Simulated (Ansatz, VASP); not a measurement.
# Li3Be4P in VASP and in Ansatz

Contents of INCAR:

```
PREC     = Accurate       # precision mode
ENCUT    = 600            # plane-wave cutoff, eV
EDIFF    = 1E-7           # SCF threshold, eV
ISMEAR   = 0              # smearing method
SIGMA    = 0.1            # smearing width, eV
LREAL    = False          # projectors in reciprocal space
LASPH    = True           # aspherical terms in the spheres
NELM     = 80             # most SCF steps
ALGO     = Normal         # electronic algorithm
ISIF     = 3              # what is computed and relaxed
LWAVE    = False          # write WAVECAR
LCHARG   = False          # write CHGCAR
GGA      = PE             # functional
IBRION   = 2              # ionic algorithm
NSW      = 100            # ionic steps
EDIFFG   = -0.01          # ionic threshold
```

File KPOINTS:

```
regular mesh
0
Gamma
  12 12 6
```

Contents of POSCAR:

```
Li3Be4P
1.0
    4.5852583802      0.0000000000      0.0000000000
   -2.2926291901      3.9709502402      0.0000000000
    0.0000000000      0.0000000000      6.4565460153
Li Be P
3 4 1
Direct
    0.5000000000      0.0000000000      0.5000000000
    0.0000000000      0.5000000000      0.5000000000
    0.5000000000      0.5000000000      0.5000000000
    0.3333333333      0.6666666667      0.8377668661
    0.6666666667      0.3333333333      0.8377668661
    0.6666666667      0.3333333333      0.1622331339
    0.3333333333      0.6666666667      0.1622331339
    0.0000000000      0.0000000000      0.5000000000
```

Input for Ansatz:

```yaml
crystal:
  lattice:
    - [4.5852583802, 0.0, 0.0]
    - [-2.2926291901, 3.9709502402, 0.0]
    - [0.0, 0.0, 6.4565460153]
  atoms:
    - { symbol: Li, position: [0.5, 0.0, 0.5] }
    - { symbol: Li, position: [0.0, 0.5, 0.5] }
    - { symbol: Li, position: [0.5, 0.5, 0.5] }
    - { symbol: Be, position: [0.3333333333, 0.6666666667, 0.8377668661] }
    - { symbol: Be, position: [0.6666666667, 0.3333333333, 0.8377668661] }
    - { symbol: Be, position: [0.6666666667, 0.3333333333, 0.1622331339] }
    - { symbol: Be, position: [0.3333333333, 0.6666666667, 0.1622331339] }
    - { symbol: P, position: [0.0, 0.0, 0.5] }
basis:
  ecutwfc: 420
kpoints:
  mp_grid: { grid: [12, 12, 6] }
hamiltonian:
  xc: pbe
scf:
  occupations: { method: gaussian, width: 0.1 }
output:
  forces: true
  stress: true
  eigenvalues: true
relax:
  adjacent_minimum: "off"
  f_tol: 0.01
  max_steps: 80
  cell: { stress_tol: 0.05 }
```

Alike in both runs: task relaxation of cell and atoms; functional PBE; k mesh 12 × 12 × 6; occupations gaussian, width 0.1 eV; no spin polarisation.

|  | VASP | Ansatz |
| --- | --- | --- |
| version | VASP 6.6.1 | Ansatz 0.2.0 |
| potentials or method | VASP PAW PBE potentials, release 64 (Li_sv, Be, P), cutoff 600 eV | scalar-relativistic, plane waves, PAW |
| valence electrons in the cell | 22 | 22 |

|  | VASP | Ansatz | Ansatz less VASP |
| --- | --- | --- | --- |
| gap on the k mesh at the Fermi level, each at its own relaxed structure (eV) | none | none | - |
| relaxed volume (Å³/atom) | 14.79 | 14.76 | -0.034 |
| relaxed length of the cell vector where the two differ most in proportion (Å) | 4.614 | 4.610 | -0.0038 |

A gap of «none» marks a metal or a gap that the smearing closes.

Noted on VASP's run: the cutoff is under 1.25 times that of the potentials, so the pressure is a little rough.
